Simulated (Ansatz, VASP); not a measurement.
## One calculation of C, two programs

```xyz
4
Lattice="-1.2328 2.1341 0.0000 -1.2328 0.0000 -3.3979 -3.6983 -2.1341 0.0000" Properties=species:S:1:pos:R:3 pbc="T T T"
C    -3.6984   -1.4226   -0.0368
C    -2.4655    0.7115    0.0368
C    -2.4656   -0.7115   -0.0368
C    -1.2327    1.4226    0.0368
```

Change from the starting cell: mode 4 frozen in at +0.000 Å and mode 6 at -0.037 Å (largest displacements).

Alike in both runs: task single point; functional PBE; dispersion D3(BJ); k mesh 14 × 10 × 8; occupations gaussian, width 0.03 eV; no spin polarisation.

```csv
,VASP,Ansatz
version,VASP 6.6.1,Ansatz 0.2.0
potentials or method,"VASP PAW PBE potentials, release 64 (C), cutoff 520 eV","scalar-relativistic, plane waves, PAW"
valence electrons in the cell,16,16
```

|  | VASP | Ansatz | Ansatz less VASP |
| --- | --- | --- | --- |
| gap on the k mesh at the Fermi level (eV) | 0.47 | 0.47 | 0.000 |
| least direct gap on the mesh (eV) | 0.57 | 0.57 | 0.000 |
| pressure (GPa) | 0.0 | -0.4 | -0.44 |
| traceless stress, the component that is largest in VASP (GPa) | -0.50 | 0.03 | +0.532 |
| rms of the force components (eV/Å) | 0.376 | 0.378 | +0.0019 |

Atom by atom the forces differ by 0.002 eV/Å (rms over components).
